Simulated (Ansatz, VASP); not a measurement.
Two plane-wave programs on Sb

```
Sb
1.0
     2.18666    1.26247    3.87171
    -2.18666    1.26247    3.87171
     0.00000   -2.52494    3.87171
Sb
2
Direct
  0.23126 0.23126 0.23126
  0.76874 0.76874 0.76874
```

Alike in both runs: functional PBE; k mesh 6 × 6 × 6; occupations gaussian, width 0.05 eV; no spin polarisation.

Ansatz relaxed the structure, and its values are those at the end. VASP's run is a single point on that final structure, the one shown.

```csv
,VASP,Ansatz
version,VASP 6.6.1,Ansatz 0.2.0
potentials or method,"VASP PAW PBE potentials, release 64 (Sb), cutoff 520 eV","scalar-relativistic, plane waves, PAW"
valence electrons in the cell,10,30
```

|  | VASP | Ansatz | Ansatz less VASP |
| --- | --- | --- | --- |
| pressure (GPa) | 0.2 | 0.2 | -0.05 |
| rms of the force components (eV/Å) | 0.035 | 0.013 | -0.0213 |

VASP's potentials hold 10 valence electrons a cell and Ansatz's 30, so a difference there can come from the potentials and not from the codes.

Neither program's run includes spin-orbit coupling.
